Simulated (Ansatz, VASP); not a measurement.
## Hg: VASP beside Ansatz

```
Hg
1.0
    -1.81955    1.81955    1.81955
     1.81955   -1.81955    1.81955
     1.81955    1.81955   -1.81955
Hg
1
Direct
  0.00000 0.00000 0.00000
```

Alike in both runs: task single point; functional PBE; k mesh 8 × 8 × 8; occupations gaussian, width 0.05 eV; no spin polarisation.

|  | VASP | Ansatz |
| --- | --- | --- |
| version | VASP 6.6.1 | Ansatz 0.2.0 |
| potentials or method | VASP PAW PBE potentials, release 64 (Hg), cutoff 500 eV | scalar-relativistic, plane waves, PAW |
| valence electrons in the cell | 12 | 20 |

Ansatz gave:

- gap on the k mesh at the Fermi level (eV): none
- pressure (GPa): 4.6

Problem. Which values does VASP return?

Solution. gap on the k mesh at the Fermi level (eV): none; pressure (GPa): 4.9.

A gap of «none» marks a metal or a gap that the smearing closes. VASP's potentials hold 12 valence electrons a cell and Ansatz's 20, so a difference there can come from the potentials and not from the codes.

Neither program's run includes spin-orbit coupling.
